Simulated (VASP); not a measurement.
A run of VASP 6.6.1:

The input INCAR:

```
SYSTEM = SiB6
PREC = Accurate
ENCUT = 600
EDIFF = 1E-6
ISMEAR = 0
SIGMA = 0.1
LREAL = .False.
LASPH = .True.
NELM = 60
ALGO = Normal
ISIF = 3
LWAVE = .False.
LCHARG = .False.
GGA = PE
IBRION = 2
NSW = 90
EDIFFG = -0.04
```

Contents of KPOINTS:

```
Automatic mesh
0
Gamma
  6 6 4
  0 0 0
```

Contents of POSCAR:

```
SiB6
1.0
    3.4286230100      0.0000000000      0.0000000000
   -1.7143115000      2.9692746200      0.0000000000
    0.0000000000      0.0000000000      6.8467835000
Si B
1 6
Direct
    0.0000000000      0.0000000000      0.3490669600
    0.5000000000      0.0000000000      0.3320072600
    0.0000000000      0.5000000000      0.3320072600
    0.5000000000      0.5000000000      0.3320072600
    0.3333333300      0.6666666700      0.6495560700
    0.6666666700      0.3333333300      0.6495560700
    0.0000000000      0.0000000000      0.9406633900
```

Potentials or basis: VASP PAW PBE potentials, release 64 (Si, B).

The run is started by

```bash
$ cat potpaw_PBE.64/Si/POTCAR potpaw_PBE.64/B/POTCAR > POTCAR
$ mpirun -np 1 vasp_std > vasp.out
```

Hardware: 1 thread of Intel(R) Xeon(R) 6975P-C (Granite Rapids) (shared host).

**Question.** Estimate the wall time of this run.

**Answer.** It took 6.2 min on 1 thread of Intel(R) Xeon(R) 6975P-C (Granite Rapids), on a shared host, peak memory 0.21 GiB. Counts: scf iterations 407, k points 21, ion steps 55.
